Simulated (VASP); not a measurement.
Crystal: CsPbBr3.

```
CELL_PARAMETERS angstrom
5.87734 0.00000 0.00000
0.00000 5.87734 0.00000
0.00000 0.00000 5.87734
ATOMIC_POSITIONS crystal
Pb 0.50000 0.50000 0.50000
Br 0.00000 0.50000 0.50000
Br 0.50000 0.00000 0.50000
Br 0.50000 0.50000 0.00000
Cs 0.00000 0.00000 0.00000
```

```yaml
Program: VASP 6.6.1
Task: relaxation of cell and atoms
Functional: PBE
Potentials_or_basis: VASP PAW PBE potentials, release 64 (Pb_d, Br, Cs_sv)
Cutoff: 600 eV
k_mesh: 5 × 5 × 5
Occupations: fermi-dirac, width 0.1 eV
Spin: no spin polarisation
```

At the start: pressure 1.3 GPa; volume 40.60 Å³/atom.

Problem. Where does the relaxation end?

Solution. Over 3 steps the energy falls by 9.9 meV/atom and the volume is 43.21 Å³/atom (+6.4 %); space group Pm-3m (No. 221, to 0.1 Å) before and after.

The path:
```csv
step,energy change (eV),largest force (eV/Å),pressure (GPa),volume (Å³)
1,0.0000,0.0000,1.31,203.02
2,-0.0473,0.0000,0.26,212.94
3,-0.0496,0.0000,-0.02,216.03
```

Final structure:
```
Pb Br Cs
1.0
     6.00028    0.00000    0.00000
     0.00000    6.00028    0.00000
     0.00000    0.00000    6.00028
Pb Br Cs
1 3 1
Cartesian
  3.0001 3.0001 3.0001
  0.0000 3.0001 3.0001
  3.0001 0.0000 3.0001
  3.0001 3.0001 0.0000
  0.0000 0.0000 0.0000
```
